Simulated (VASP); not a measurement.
# SiNi3 (Pm-3m) in VASP: a series of runs

SiNi3 is run at these levels: r2SCAN, PBE, LDA; tasks: electric field gradients.

Program: VASP 6.6.1. These are calculated values, not measurements. Logs are shortened: lines on timing, memory, paths and dates and some standing lists are left out, and cuts for length are marked.

## Step 1: The cell of the first run

It takes space group Pm-3m (No. 221, cubic). Conventional cell: a = 3.464 Å, b = 3.464 Å, c = 3.464 Å, α = 90.00°, β = 90.00°, γ = 90.00°. Si (site symmetry m-3m) has 12 Ni at 2.45 Å within 3.2 Å. Ni (site symmetry 4/mmm) has 4 Si at 2.45 Å and 8 Ni at 2.45 Å within 3.2 Å.

## Step 2: Electric field gradients, r2SCAN, collinear spin, ferromagnetic start

POSCAR

```
SiNi3
1.0
    3.4637400600      0.0000000000      0.0000000000
    0.0000000000      3.4637400600      0.0000000000
    0.0000000000      0.0000000000      3.4637400600
Si Ni
1 3
Direct
    0.0000000000      0.0000000000      0.0000000000
    0.0000000000      0.5000000000      0.5000000000
    0.5000000000      0.5000000000      0.0000000000
    0.5000000000      0.0000000000      0.5000000000
```

INCAR.step1

```
SYSTEM = SiNi3
PREC = Accurate
ENCUT = 580
ISMEAR = -1
SIGMA = 0.05
LREAL = .False.
LASPH = .True.
NELM = 200
ISPIN = 2
MAGMOM = 0 1.5 1.5 1.5
LMAXMIX = 4
NBANDS = 29
GGA = PE
ALGO = Normal
EDIFF = 1E-5
LWAVE = .True.
LCHARG = .False.
GGA_COMPAT = .False.
```

INCAR.step2

```
SYSTEM = SiNi3
PREC = Accurate
ENCUT = 580
EDIFF = 1E-8
ISMEAR = -1
SIGMA = 0.05
LREAL = .False.
LASPH = .True.
NELM = 200
ALGO = Normal
ISIF = 2
LWAVE = .False.
LCHARG = .False.
ISPIN = 2
MAGMOM = 0 1.5 1.5 1.5
LORBIT = 11
LMAXMIX = 4
METAGGA = R2SCAN
LMIXTAU = .True.
LEFG = .True.
NBANDS = 29
ISTART = 1
GGA_COMPAT = .False.
```

KPOINTS

```
Automatic mesh
0
Gamma
  10 10 10
  0 0 0
```

Potentials or basis: VASP PAW PBE potentials, release 64 (Si, Ni).

Started as:

```bash
$ cat potpaw_PBE.64/Si/POTCAR potpaw_PBE.64/Ni/POTCAR > POTCAR
$ cp INCAR.step1 INCAR
$ mpirun -np 1 vasp_std > vasp.out
$ cp INCAR.step2 INCAR
$ mpirun -np 1 vasp_std > vasp.out
```

OUTCAR:

```text
SYSTEM = SiNi3
   PREC = Accurate
   ENCUT = 580
   EDIFF = 1E-8
   ISMEAR = -1
   LREAL = .False.
   LASPH = .True.
   NELM = 200
   ISIF = 2
   ISPIN = 2
   LORBIT = 11
   METAGGA = R2SCAN
   ISTART = 1

 ion  position               nearest neighbor table
   1  0.000  0.000  0.000-   2 2.45   3 2.45   4 2.45   2 2.45   4 2.45   2 2.45   3 2.45   2 2.45
                             3 2.45   4 2.45   4 2.45   3 2.45
   2  0.000  0.500  0.500-   1 2.45   3 2.45   4 2.45   1 2.45   3 2.45   1 2.45   4 2.45   1 2.45
                             3 2.45   4 2.45   3 2.45   4 2.45
   3  0.500  0.500  0.000-   1 2.45   2 2.45   4 2.45   2 2.45   4 2.45   1 2.45   4 2.45   4 2.45
                             1 2.45   2 2.45   2 2.45   1 2.45
   4  0.500  0.000  0.500-   1 2.45   2 2.45   3 2.45   1 2.45   3 2.45   2 2.45   3 2.45   3 2.45
                             1 2.45   2 2.45   1 2.45   2 2.45

  LATTYP: Found a simple cubic cell.
 ALAT       =     3.4637400600

  Lattice vectors:

 A1 = (   3.4637400600,   0.0000000000,   0.0000000000)
 A2 = (   0.0000000000,   3.4637400600,   0.0000000000)
 A3 = (   0.0000000000,   0.0000000000,   3.4637400600)

Analysis of symmetry for initial positions (statically):
=====================================================================
 Subroutine PRICEL returns:
 Original cell was already a primitive cell.

 Routine SETGRP: Setting up the symmetry group for a
 simple cubic supercell.

 Subroutine GETGRP returns: Found 48 space group operations
 (whereof 48 operations were pure point group operations)
 out of a pool of 48 trial point group operations.

The static configuration has the point symmetry O_h .

Analysis of symmetry for dynamics (positions and initial velocities):
=====================================================================
 Subroutine PRICEL returns:
 Original cell was already a primitive cell.

 Routine SETGRP: Setting up the symmetry group for a
 simple cubic supercell.

 Subroutine GETGRP returns: Found 48 space group operations
 (whereof 48 operations were pure point group operations)
 out of a pool of 48 trial point group operations.

The dynamic configuration has the point symmetry O_h .

Analysis of structural, dynamic, and magnetic symmetry:
=====================================================================
 Subroutine PRICEL returns:
 Original cell was already a primitive cell.

 Routine SETGRP: Setting up the symmetry group for a
 simple cubic supercell.

 Subroutine GETGRP returns: Found 48 space group operations
 (whereof 48 operations were pure point group operations)
 out of a pool of 48 trial point group operations.

The overall configuration has the point symmetry O_h .

 Subroutine INISYM returns: Found 48 space group operations
 (whereof 48 operations are pure point group operations),
 and found     1 'primitive' translations

----------------------------------------------------------------------------------------

                                     Primitive cell

  volume of cell :      41.5562

  direct lattice vectors                    reciprocal lattice vectors
     3.463740060  0.000000000  0.000000000     0.288705267  0.000000000  0.000000000
     0.000000000  3.463740060  0.000000000     0.000000000  0.288705267  0.000000000
     0.000000000  0.000000000  3.463740060     0.000000000  0.000000000  0.288705267

  length of vectors
     3.463740060  3.463740060  3.463740060     0.288705267  0.288705267  0.288705267

  position of ions in fractional coordinates (direct lattice)
     0.000000000  0.000000000  0.000000000
     0.000000000  0.500000000  0.500000000
     0.500000000  0.500000000  0.000000000
     0.500000000  0.000000000  0.500000000

  ion indices of the primitive-cell ions
   primitive index   ion index
                 1           1
                 2           2
                 3           3
                 4           4

----------------------------------------------------------------------------------------

 KPOINTS: Automatic mesh

Automatic generation of k-mesh.
 Grid dimensions read from file:
 generate k-points for:   10   10   10

 Generating k-lattice:

  Cartesian coordinates                     Fractional coordinates (reciprocal lattice)
     0.028870527  0.000000000  0.000000000     0.100000000  0.000000000  0.000000000
     0.000000000  0.028870527  0.000000000     0.000000000  0.100000000  0.000000000
     0.000000000  0.000000000  0.028870527     0.000000000  0.000000000  0.100000000

  Length of vectors
     0.028870527  0.028870527  0.028870527

  Shift w.r.t. Gamma in fractional coordinates (k-lattice)
     0.000000000  0.000000000  0.000000000

[... 36 lines left out ...]
   dimension x,y,z NGXF=    56 NGYF=   56 NGZF=   56
   ions per type =               1   3
   NGX,Y,Z   is equivalent  to a cutoff of  13.44, 13.44, 13.44 a.u.
   NGXF,Y,Z  is equivalent  to a cutoff of  26.88, 26.88, 26.88 a.u.
 SYSTEM =  SiNi3
   PREC   = accura    normal or accurate (medium, high low for compatibility)
   ISTART =      1    job   : 0-new  1-cont  2-samecut
   ICHARG =      0    charge: 1-file 2-atom 10-const
   ISPIN  =      2    spin polarized calculation?
   LNONCOLLINEAR =      F non collinear calculations
   LSORBIT =      F    spin-orbit coupling
   LASPH  =      T    aspherical Exc in radial PAW
   ENCUT  =  580.0 eV  42.63 Ry    6.53 a.u.   6.80  6.80  6.80*2*pi/ulx,y,z
   NELM   =    200;   NELMIN=  2; NELMDL=  0     # of ELM steps
   EDIFF  = 0.1E-07   stopping-criterion for ELM
   LREAL  =      F    real-space projection
   EDIFFG = 0.1E-06   stopping-criterion for IOM
   NSW    =      0    number of steps for IOM
   IBRION =     -1    ionic relax: 0-MD 1-quasi-New 2-CG
   NFREE  =      0    steps in history (QN), initial steepest desc. (CG)
   ISIF   =      2    stress and relaxation
   ISYM   =      2    0-nonsym 1-usesym 2-fastsym
   POTIM  = 0.5000    time-step for ionic-motion
   TEBEG  =    0.0;   TEEND  =   0.0 temperature during run
   PSTRESS=    0.0 pullay stress
   NELECT =      34.0000    total number of electrons
   NUPDOWN=      -1.0000    fix difference up-down
   EMIN   =  10.00;   EMAX   =-10.00  energy-range for DOS
   EFERMI =   0.00;   METHOD = LEGACY
   ISMEAR =    -1;   SIGMA  =   0.05  broadening in eV -4-tet -1-fermi 0-gaus
   EFERMI_NEDOS =   21; number of points for ismear=-14 and -15
   IALGO  =     38    algorithm
   IMIX   =      4    mixing-type and parameters
     AMIX     =   0.40;   BMIX     =  1.00
     AMIX_MAG =   1.60;   BMIX_MAG =  1.00
  volume/ion in A,a.u.               =      10.39        70.11
  Fermi-wavevector in a.u.,A,eV,Ry     =   1.531167  2.893486 31.898476  2.344472
  Thomas-Fermi vector in A             =   2.638549
   LORBIT       =     11    0 simple, 1 ext, 2 COOP (PROOUT), +10 PAW based schemes
   METAGGA = R2SCAN    functional components
   LHFCALC =     F    Hartree Fock is set to
   AEXX    =    0.0000 exact exchange contribution
   IVDW    =     0    specifies the selected vdW correction
   LEPSILON=     F    determine dielectric tensor
   LRPA    =     F    only Hartree local field effects (RPA)
 spin polarized calculation
  energy-cutoff  :      580.00
  volume of cell :       41.56
 maximum number of plane-waves:      1357
 NGX is ok and might be reduce to    28
   NGX = 13   NGY = 13   NGZ = 13

 number of electron      33.9999971 magnetization       0.0007221

 Free energy of the ion-electron system (eV)
  ---------------------------------------------------
  ext. energy  EPLUGINS =         0.00000000
  ---------------------------------------------------
  free energy    TOTEN  =       -46.38369217 eV

  energy without entropy =      -46.36802160  energy(sigma->0) =      -46.37585689

 E-fermi :  11.0409     XC(G=0): -14.4188

 val. band max:       11.0194537154   @ k =   0.1000   0.1000   0.0000
 cond. band min:      11.0809969614   @ k =   0.0000   0.0000   0.0000
 fundamental gap:      0.0615432460
 Fermi energy:        11.0409395608

 spin component 1

 k-point     1 :       0.0000    0.0000    0.0000
  band No.  band energies     occupation
      1      -1.7628      1.00000
      2       5.7165      1.00000
      3       6.6018      1.00000
      4       6.6018      1.00000
      5       7.1872      1.00000
      6       7.1872      1.00000
[... 757 lines left out ...]
     28      26.2693      0.00000
     29      26.8558      0.00000

 [... further k-points ...]

 spin component 2

 k-point     1 :       0.0000    0.0000    0.0000
  band No.  band energies     occupation
      1      -1.7630      1.00000
      2       5.7165      1.00000
      3       6.6020      1.00000
      4       6.6020      1.00000
      5       7.1877      1.00000
      6       7.1877      1.00000
[... 757 lines left out ...]
     28      26.2693      0.00000
     29      26.8558      0.00000

 [... further k-points ...]
[... 5 lines left out ...]
  --------------------------------------------------------------------------------------
  -------------------------------------------------------------------------------------
  Total        0.1068615      0.1068615      0.1068615     -0.0000000     -0.0000000      0.0000000
  in kB        4.1199863      4.1199863      4.1199863     -0.0000000     -0.0000000      0.0000000
  external PRESSURE =       4.1199863 kB  Pullay stress =       0.0000000 kB

 VOLUME and BASIS-vectors are now :
 -----------------------------------------------------------------------------
  energy-cutoff  :      580.00
  volume of cell :       41.56
      direct lattice vectors                 reciprocal lattice vectors
     3.463740060  0.000000000  0.000000000     0.288705267  0.000000000  0.000000000
     0.000000000  3.463740060  0.000000000     0.000000000  0.288705267  0.000000000
     0.000000000  0.000000000  3.463740060     0.000000000  0.000000000  0.288705267

 POSITION                                       TOTAL-FORCE (eV/Angst)
 -----------------------------------------------------------------------------------
      0.00000      0.00000      0.00000         0.000000      0.000000      0.000000
      0.00000      1.73187      1.73187         0.000000      0.000000      0.000000
      1.73187      1.73187      0.00000         0.000000      0.000000      0.000000
      1.73187      0.00000      1.73187         0.000000      0.000000      0.000000
 -----------------------------------------------------------------------------------
    total drift:                                0.000000      0.000000      0.000000

  FREE ENERGIE OF THE ION-ELECTRON SYSTEM (eV)
  ---------------------------------------------------
  free  energy   TOTEN  =       -46.3836921723 eV

  energy  without entropy=      -46.3680215996  energy(sigma->0) =      -46.37585689

 Electric field gradients (V/A^2)
---------------------------------------------------------------------
 ion       V_xx      V_yy      V_zz      V_xy      V_xz      V_yz
---------------------------------------------------------------------
   1      -0.000     0.000    -0.000     0.000     0.000     0.000
   2     -41.450    20.725    20.725     0.000    -0.000    -0.000
   3      20.725    20.725   -41.450    -0.000     0.000    -0.000
   4      20.725   -41.450    20.725     0.000    -0.000     0.000
---------------------------------------------------------------------

 Electric field gradients after diagonalization (V/A^2)
 (convention: |V_zz| > |V_xx| > |V_yy|)
----------------------------------------------------------------------
 ion       V_xx      V_yy      V_zz     asymmetry (V_yy - V_xx)/ V_zz
----------------------------------------------------------------------
   1      -0.000    -0.000     0.000       0.596
   2      20.725    20.725   -41.450       0.000
   3      20.725    20.725   -41.450       0.000
   4      20.725    20.725   -41.450       0.000
----------------------------------------------------------------------

           NMR quadrupolar parameters

 Cq : quadrupolar parameter    Cq=e*Q*V_zz/h
 eta: asymmetry parameters     (V_yy - V_xx)/ V_zz
 Q  : nuclear electric quadrupole moment in mb (millibarn)
----------------------------------------------------------------------
 ion       Cq(MHz)       eta       Q (mb)
----------------------------------------------------------------------
   1       0.000       0.596       1.000
   2      -0.100       0.000       1.000
   3      -0.100       0.000       1.000
   4      -0.100       0.000       1.000
----------------------------------------------------------------------

 total charge

# of ion       s       p       d       tot
------------------------------------------
    1        0.718   0.853   0.000   1.571
    2        0.514   0.630   8.442   9.586
    3        0.514   0.630   8.442   9.586
    4        0.514   0.630   8.442   9.586
--------------------------------------------------
tot          2.258   2.745  25.326  30.329

 magnetization (x)

# of ion       s       p       d       tot
------------------------------------------
    1       -0.000  -0.000   0.000  -0.000
    2       -0.000  -0.000   0.000   0.000
    3       -0.000  -0.000   0.000   0.000
    4       -0.000  -0.000   0.000   0.000
--------------------------------------------------
tot         -0.000  -0.000   0.001   0.001
```

It took 12 min on 1 thread of Intel Xeon 8259CL, shared host; peak memory 0.26 GiB.

What came out:

```yaml
Free_energy: -46.3837 eV
Pressure: 0.4 GPa
Band_gap_on_the_k_mesh: zero (filled and empty bands overlap)
Net_moment: 0.00 μB per cell
Largest_electric_field_gradient_by_atom: Si -0.0; Ni -41.5 V/Å²
Valence_electrons_inside_the_program's_atomic_spheres: Si 1.57; Ni 9.59
```

Electric field gradients, principal values (V/Å²):
```
atom   least  middle  greatest (by size)
1 Si   0.000   0.000               0.000
2 Ni  20.725  20.725             -41.450
3 Ni  20.725  20.725             -41.450
4 Ni  20.725  20.725             -41.450
```

Caveat: without QUAD_EFG the Cq values of the log hold for a quadrupole moment of 1 mb, not for the nuclei; the PAW data sets were made with another functional, which shifts forces and pressure a little.

(Continued in part 2 of 2.)
